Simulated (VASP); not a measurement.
# WC (P-6m2) in VASP: further runs

WC is run at these levels: PBEsol; tasks: single point.

All numbers are computed with VASP 6.6.1; they aren't measurements. Logs are shortened: lines on timing, memory, paths and dates and some standing lists are left out, and cuts for length are marked.

## Step 1: The cell of the first run

The structure is hexagonal, space group P-6m2 (No. 187). Conventional cell: a = 2.813 Å, b = 2.813 Å, c = 2.829 Å, α = 90.00°, β = 90.00°, γ = 120.00°. Within 2.9 Å of W (site symmetry -6m2) lie 6 C at 2.15 Å and 8 W at 2.81 to 2.83 Å. C (site symmetry -6m2) has 6 W at 2.15 Å and 8 C at 2.81 to 2.83 Å within 2.9 Å.

## Step 2: Single point, PBEsol (equal xx and yy strain of -3 %)

Input file INCAR:

```
SYSTEM = WC
  ALGO = Normal
  EDIFF = 1E-6
  ENCUT = 520
  GGA = PS
  ISIF = 2
  ISMEAR = -1
  LASPH = .TRUE.
  LCHARG = .FALSE.
  LREAL = .FALSE.
  LWAVE = .FALSE.
  NBANDS = 16
  NELM = 60
  PREC = Accurate
  SIGMA = 0.05
```

Input file KPOINTS:

```
k-points
0
G
  13 13 12
  0 0 0
```

Input file POSCAR:

```
WC
1.0
    2.8134863929      0.0000000000      0.0000000000
   -1.4067431965      2.4365506895      0.0000000000
    0.0000000000      0.0000000000      2.8290000000
W C
1 1
Direct
    0.0000000000      0.0000000000      0.0000000000
    0.6666666667      0.3333333333      0.5000000000
```

Potentials or basis: VASP PAW PBE potentials, release 64 (W_sv, C).

The run is started by

```sh
$ cat potpaw_PBE.64/W_sv/POTCAR potpaw_PBE.64/C/POTCAR > POTCAR
$ mpirun -np 1 vasp_std > vasp.out
```

OUTCAR:

```text
SYSTEM = WC
   EDIFF = 1E-6
   ENCUT = 520
   GGA = PS
   ISIF = 2
   ISMEAR = -1
   LASPH = .TRUE.
   LREAL = .FALSE.
   NELM = 60
   PREC = Accurate

 ion  position               nearest neighbor table
   1  0.000  0.000  0.000-   2 2.15   2 2.15   2 2.15   2 2.15   2 2.15   2 2.15
   2  0.667  0.333  0.500-   1 2.15   1 2.15   1 2.15   1 2.15   1 2.15   1 2.15

  LATTYP: Found a hexagonal cell.
 ALAT       =     2.8134863929
 C/A-ratio  =     1.0055140153

  Lattice vectors:

 A1 = (   2.8134863929,   0.0000000000,   0.0000000000)
 A2 = (  -1.4067431965,   2.4365506895,   0.0000000000)
 A3 = (   0.0000000000,   0.0000000000,   2.8290000000)

Analysis of symmetry for initial positions (statically):
=====================================================================
 Subroutine PRICEL returns:
 Original cell was already a primitive cell.

 Routine SETGRP: Setting up the symmetry group for a
 hexagonal supercell.

 Subroutine GETGRP returns: Found 12 space group operations
 (whereof 12 operations were pure point group operations)
 out of a pool of 24 trial point group operations.

The static configuration has the point symmetry D_3h.

Analysis of symmetry for dynamics (positions and initial velocities):
=====================================================================
 Subroutine PRICEL returns:
 Original cell was already a primitive cell.

 Routine SETGRP: Setting up the symmetry group for a
 hexagonal supercell.

 Subroutine GETGRP returns: Found 12 space group operations
 (whereof 12 operations were pure point group operations)
 out of a pool of 24 trial point group operations.

The dynamic configuration has the point symmetry D_3h.

 Subroutine INISYM returns: Found 12 space group operations
 (whereof 12 operations are pure point group operations),
 and found     1 'primitive' translations

----------------------------------------------------------------------------------------

                                     Primitive cell

  volume of cell :      19.3934

  direct lattice vectors                    reciprocal lattice vectors
     2.813486393  0.000000000  0.000000000     0.355430900  0.205208126  0.000000000
    -1.406743196  2.436550690  0.000000000     0.000000000  0.410416251  0.000000000
     0.000000000  0.000000000  2.829000000     0.000000000  0.000000000  0.353481796

  length of vectors
     2.813486393  2.813486393  2.829000000     0.410416251  0.410416251  0.353481796

  position of ions in fractional coordinates (direct lattice)
     0.000000000  0.000000000  0.000000000
     0.666666667  0.333333333  0.500000000

  ion indices of the primitive-cell ions
   primitive index   ion index
                 1           1
                 2           2

----------------------------------------------------------------------------------------

 KPOINTS: k-points

Automatic generation of k-mesh.
 Grid dimensions read from file:
 generate k-points for:   13   13   12

 Generating k-lattice:

  Cartesian coordinates                     Fractional coordinates (reciprocal lattice)
     0.027340838  0.015785240  0.000000000     0.076923077  0.000000000  0.000000000
     0.000000000  0.031570481  0.000000000     0.000000000  0.076923077  0.000000000
     0.000000000  0.000000000  0.029456816     0.000000000  0.000000000  0.083333333

  Length of vectors
     0.031570481  0.031570481  0.029456816

  Shift w.r.t. Gamma in fractional coordinates (k-lattice)
     0.000000000  0.000000000  0.000000000

 Subroutine IBZKPT returns following result:
 ===========================================

 Found    147 irreducible k-points:

 Following reciprocal coordinates:
            Coordinates               Weight
  0.000000  0.000000  0.000000      1.000000
  0.076923 -0.000000  0.000000      6.000000
  0.153846 -0.000000  0.000000      6.000000
  0.230769  0.000000  0.000000      6.000000
  0.307692 -0.000000  0.000000      6.000000
  0.384615  0.000000  0.000000      6.000000
[... 16 lines left out ...]
  0.076923 -0.000000  0.083333     12.000000
  0.153846 -0.000000  0.083333     12.000000
 [... further k-points ...]
   k-points           NKPTS =    147   k-points in BZ     NKDIM =    147   number of bands    NBANDS=     16
   number of dos      NEDOS =    301   number of ions     NIONS =      2
   total plane-waves  NPLWV =  13824
   dimension x,y,z NGX =    24 NGY =   24 NGZ =   24
   dimension x,y,z NGXF=    48 NGYF=   48 NGZF=   48
   ions per type =               1   1
   NGX,Y,Z   is equivalent  to a cutoff of  14.18, 14.18, 14.10 a.u.
   NGXF,Y,Z  is equivalent  to a cutoff of  28.36, 28.36, 28.21 a.u.
 SYSTEM =  WC
   PREC   = accura    normal or accurate (medium, high low for compatibility)
   ISTART =      0    job   : 0-new  1-cont  2-samecut
   ICHARG =      2    charge: 1-file 2-atom 10-const
   ISPIN  =      1    spin polarized calculation?
   LNONCOLLINEAR =      F non collinear calculations
   LSORBIT =      F    spin-orbit coupling
   LASPH  =      T    aspherical Exc in radial PAW
   ENCUT  =  520.0 eV  38.22 Ry    6.18 a.u.   5.23  5.23  5.26*2*pi/ulx,y,z
   NELM   =     60;   NELMIN=  2; NELMDL= -5     # of ELM steps
   EDIFF  = 0.1E-05   stopping-criterion for ELM
   LREAL  =      F    real-space projection
   EDIFFG = 0.1E-04   stopping-criterion for IOM
   NSW    =      0    number of steps for IOM
   IBRION =     -1    ionic relax: 0-MD 1-quasi-New 2-CG
   NFREE  =      0    steps in history (QN), initial steepest desc. (CG)
   ISIF   =      2    stress and relaxation
   ISYM   =      2    0-nonsym 1-usesym 2-fastsym
   POTIM  = 0.5000    time-step for ionic-motion
   TEBEG  =    0.0;   TEEND  =   0.0 temperature during run
   PSTRESS=    0.0 pullay stress
   NELECT =      18.0000    total number of electrons
   NUPDOWN=      -1.0000    fix difference up-down
   EMIN   =  10.00;   EMAX   =-10.00  energy-range for DOS
   EFERMI =   0.00;   METHOD = LEGACY
   ISMEAR =    -1;   SIGMA  =   0.05  broadening in eV -4-tet -1-fermi 0-gaus
   EFERMI_NEDOS =   21; number of points for ismear=-14 and -15
   IALGO  =     38    algorithm
   IMIX   =      4    mixing-type and parameters
     AMIX     =   0.40;   BMIX     =  1.00
     AMIX_MAG =   1.60;   BMIX_MAG =  1.00
  volume/ion in A,a.u.               =       9.70        65.44
  Fermi-wavevector in a.u.,A,eV,Ry     =   1.596913  3.017728 34.696641  2.550131
  Thomas-Fermi vector in A             =   2.694601
   LORBIT       =      0    0 simple, 1 ext, 2 COOP (PROOUT), +10 PAW based schemes
   GGA     = PS    functional components
   LHFCALC =     F    Hartree Fock is set to
   AEXX    =    0.0000 exact exchange contribution
   IVDW    =     0    specifies the selected vdW correction
   LEPSILON=     F    determine dielectric tensor
   LRPA    =     F    only Hartree local field effects (RPA)
 non-spin polarized calculation
  energy-cutoff  :      520.00
  volume of cell :       19.39
 maximum number of plane-waves:       534
 NGX is ok and might be reduce to    24
   NGX = 11   NGY = 11   NGZ = 11

 number of electron      18.0000001 magnetization

 Free energy of the ion-electron system (eV)
  ---------------------------------------------------
  ext. energy  EPLUGINS =         0.00000000
  ---------------------------------------------------
  free energy    TOTEN  =       -23.77314281 eV

  energy without entropy =      -23.77034559  energy(sigma->0) =      -23.77174420

 E-fermi :  11.9612     XC(G=0): -14.3129

 val. band max:       11.9553945393   @ k =   0.3077   0.2308   0.0000
 cond. band min:      11.9902945781   @ k =   0.0000   0.0000   0.1667
 fundamental gap:      0.0349000388
 Fermi energy:        11.9611740537

 k-point     1 :       0.0000    0.0000    0.0000
  band No.  band energies     occupation
      1     -61.8739      2.00000
      2     -25.9341      2.00000
      3     -25.6773      2.00000
      4     -25.6773      2.00000
      5      -3.0185      2.00000
      6       7.1363      2.00000
[... 8 lines left out ...]
     15      26.7816      0.00000
     16      29.4723      0.00000

 k-point     2 :       0.0769   -0.0000    0.0000
  band No.  band energies     occupation
      1     -61.8688      2.00000
      2     -25.9249      2.00000
      3     -25.7467      2.00000
      4     -25.6927      2.00000
      5      -2.8437      2.00000
      6       7.2288      2.00000
[... 8 lines left out ...]
     15      26.4346      0.00000
     16      29.8365      0.00000

 k-point     3 :       0.1538   -0.0000    0.0000
  band No.  band energies     occupation
      1     -61.8544      2.00000
      2     -25.9354      2.00000
      3     -25.8991      2.00000
      4     -25.7351      2.00000
      5      -2.3480      2.00000
      6       7.1047      2.00000
[... 8 lines left out ...]
     15      26.0503      0.00000
     16      30.8518      0.00000

 k-point     4 :       0.2308    0.0000    0.0000
  band No.  band energies     occupation
      1     -61.8340      2.00000
      2     -26.1935      2.00000
      3     -25.8625      2.00000
      4     -25.7943      2.00000
      5      -1.6111      2.00000
      6       6.3595      2.00000
[... 8 lines left out ...]
     15      26.3033      0.00000
     16      30.4359      0.00000
[... 324 lines left out ...]
 k-point    22 :       0.0000    0.0000    0.0833
  band No.  band energies     occupation
      1     -61.8710      2.00000
      2     -25.9915      2.00000
      3     -25.6726      2.00000
      4     -25.6726      2.00000
      5      -2.8368      2.00000
      6       7.0423      2.00000
[... 8 lines left out ...]
     15      27.1666      0.00000
     16      29.4797      0.00000

 k-point    23 :       0.0769   -0.0000    0.0833
  band No.  band energies     occupation
      1     -61.8658      2.00000
      2     -25.9820      2.00000
      3     -25.7416      2.00000
      4     -25.6879      2.00000
      5      -2.6658      2.00000
      6       7.1495      2.00000
[... 8 lines left out ...]
     15      26.5976      0.00000
     16      29.7961      0.00000

 k-point    24 :       0.1538   -0.0000    0.0833
  band No.  band energies     occupation
      1     -61.8515      2.00000
      2     -25.9585      2.00000
      3     -25.9264      2.00000
      4     -25.7302      2.00000
      5      -2.1827      2.00000
      6       7.1375      2.00000
[... 8 lines left out ...]
     15      25.9329      0.00000
     16      30.7027      0.00000

 [... further k-points ...]
[... 5 lines left out ...]
  --------------------------------------------------------------------------------------
  -------------------------------------------------------------------------------------
  Total        4.2201633      4.2201633      1.6555398     -0.0000000     -0.0000000      0.0000000
  in kB      348.6475557    348.6475558    136.7719376     -0.0000000     -0.0000000      0.0000000
  external PRESSURE =     278.0223497 kB  Pullay stress =       0.0000000 kB

 VOLUME and BASIS-vectors are now :
 -----------------------------------------------------------------------------
  energy-cutoff  :      520.00
  volume of cell :       19.39
      direct lattice vectors                 reciprocal lattice vectors
     2.813486393  0.000000000  0.000000000     0.355430900  0.205208126  0.000000000
    -1.406743196  2.436550690  0.000000000     0.000000000  0.410416251  0.000000000
     0.000000000  0.000000000  2.829000000     0.000000000  0.000000000  0.353481796

 POSITION                                       TOTAL-FORCE (eV/Angst)
 -----------------------------------------------------------------------------------
      0.00000      0.00000      0.00000        -0.000000      0.000000      0.000000
      1.40674      0.81218      1.41450         0.000000      0.000000      0.000000
 -----------------------------------------------------------------------------------
    total drift:                               -0.000000      0.000000      0.000000

  FREE ENERGIE OF THE ION-ELECTRON SYSTEM (eV)
  ---------------------------------------------------
  free  energy   TOTEN  =       -23.7731428084 eV

  energy  without entropy=      -23.7703455877  energy(sigma->0) =      -23.77174420
```

Wall time 12 s (1 thread of Intel Xeon 6975P-C (Granite Rapids), shared host); peak memory 0.17 GiB.

What came out:

```yaml
Free_energy: -23.7731 eV
Pressure: 27.8 GPa
Band_gap_on_the_k_mesh: zero (band 9 reaches 12.68 eV, above the bottom of band 10 at 11.22 eV)
```

Levels at points of the mesh, in eV from the Fermi level:
```csv
k point,band 7,band 8,band 9,band 10,band 11,band 12
"(0.00, 0.00, 0.00)",-3.44,-3.44,-0.20,3.46,3.46,5.87
"(0.00, 0.00, 0.50)",-1.92,-1.92,-0.74,-0.74,3.36,4.84
```

Caveat: the cell differs from its parent crystal (equal xx and yy strain of -3 %); the PAW data sets were made with another functional, which shifts forces and pressure a little; spin-orbit coupling is left out, which moves the levels of the heavy elements.

## Step 3: Single point, PBEsol (equal xx and yy strain of -1 %)

Input file INCAR:

```
  PREC = Accurate
  ENCUT = 520
  EDIFF = 1E-6
  ISMEAR = -1
  SIGMA = 0.05
  LREAL = False
  LASPH = True
  NELM = 80
  ALGO = Normal
  ISIF = 2
  LWAVE = False
  LCHARG = False
  GGA = PS
  NBANDS = 16
```

Input file KPOINTS:

```
Automatic mesh
0
Gamma
  13 13 12
```

Input file POSCAR:

```
WC
1.0
    2.8714964216      0.0000000000      0.0000000000
   -1.4357482108      2.4867888480      0.0000000000
    0.0000000000      0.0000000000      2.8290000000
W C
1 1
Direct
    0.0000000000      0.0000000000      0.0000000000
    0.6666666667      0.3333333333      0.5000000000
```

Potentials or basis: VASP PAW PBE potentials, release 64 (W_sv, C).

The run is started by

```sh
$ cat potpaw_PBE.64/W_sv/POTCAR potpaw_PBE.64/C/POTCAR > POTCAR
$ mpirun -np 1 vasp_std > vasp.out
```

It took 13 s on 1 thread of Intel Xeon 6975P-C (Granite Rapids), shared host; peak memory 0.17 GiB.

Results (log left out):

```
Free energy            : -23.8871 eV
Pressure               : 8.7 GPa
Band gap on the k mesh : zero (band 9 reaches 11.99 eV, above the bottom of band 10 at 10.68 eV)
```

Stress tensor (GPa, compression positive):
```
10.86  0.00  0.00
 0.00 10.86  0.00
 0.00  0.00  4.34
```

Levels at points of the mesh, in eV from the Fermi level:
| k point | band 7 | band 8 | band 9 | band 10 | band 11 | band 12 |
| --- | --- | --- | --- | --- | --- | --- |
| (0.00, 0.00, 0.00) | -3.39 | -3.39 | 0.01 | 3.32 | 3.32 | 5.75 |
| (0.00, 0.00, 0.50) | -2.00 | -2.00 | -0.65 | -0.65 | 3.62 | 4.64 |

Caveat: the cell differs from its parent crystal (equal xx and yy strain of -1 %); the PAW data sets were made with another functional, which shifts forces and pressure a little; spin-orbit coupling is left out, which moves the levels of the heavy elements.

## Step 4: Single point, PBEsol (equal xx and yy strain of +2 %)

Input file INCAR:

```
ALGO = Normal
EDIFF = 1E-6
ENCUT = 520
GGA = PS
ISIF = 2
ISMEAR = -1
LASPH = True
LCHARG = True
LELF = True
LREAL = False
LVHAR = True
LWAVE = False
NBANDS = 16
NELM = 60
PREC = Accurate
SIGMA = 0.05
```

Input file KPOINTS:

```
k-points
0
Gamma
  13 13 12
```

Input file POSCAR:

```
WC
1.0
    2.9585114647      0.0000000000      0.0000000000
   -1.4792557324      2.5621460858      0.0000000000
    0.0000000000      0.0000000000      2.8290000000
W C
1 1
Direct
    0.0000000000      0.0000000000      0.0000000000
    0.6666666667      0.3333333333      0.5000000000
```

The run is started by

```sh
$ cat potpaw_PBE.64/W_sv/POTCAR potpaw_PBE.64/C/POTCAR > POTCAR
$ mpirun -np 1 vasp_std > vasp.out
```

Run time: 14 s. Hardware: 1 thread of Intel Xeon 6975P-C (Granite Rapids), shared host; peak memory 0.17 GiB.

The run converged. Its results:

```
Free energy            : -23.8565 eV
Pressure               : -13.7 GPa
Band gap on the k mesh : zero (band 9 reaches 11.13 eV, above the bottom of band 10 at 9.93 eV)
```

Stress tensor (GPa, compression positive):
```
-17.41   0.00   0.00
  0.00 -17.41   0.00
  0.00   0.00  -6.24
```

Levels at points of the mesh, in eV from the Fermi level:
```tsv
k point	band 7	band 8	band 9	band 10	band 11	band 12
(0.00, 0.00, 0.00)	-3.34	-3.34	0.31	3.12	3.12	5.55
(0.00, 0.00, 0.50)	-2.11	-2.11	-0.54	-0.54	3.91	4.34
```

Caveat: the cell differs from its parent crystal (equal xx and yy strain of +2 %); the PAW data sets were made with another functional, which shifts forces and pressure a little; spin-orbit coupling is left out, which moves the levels of the heavy elements.

## Step 5: The runs side by side

| cell | gap on the mesh (eV) | pressure (GPa) |
| --- | --- | --- |
| a = 2.813, b = 2.813, c = 2.829 Å, angles 90.0, 90.0, 120.0°, 2 atoms | none | 27.8 |
| a = 2.871, b = 2.871, c = 2.829 Å, angles 90.0, 90.0, 120.0°, 2 atoms | none | 8.7 |
| a = 2.959, b = 2.959, c = 2.829 Å, angles 90.0, 90.0, 120.0°, 2 atoms | none | -13.7 |

Alike in all rows: task single point; level PBEsol; potentials or basis VASP PAW PBE potentials, release 64 (W_sv, C); no spin polarisation; k mesh 13 × 13 × 12; cutoff (eV) 520; smearing fermi-dirac 0.05 eV.

Caveats: the PAW data sets were made with another functional, which shifts forces and pressure a little; spin-orbit coupling is left out, which moves the levels of the heavy elements.

Absolute energies hang on the potentials; compare differences alone.
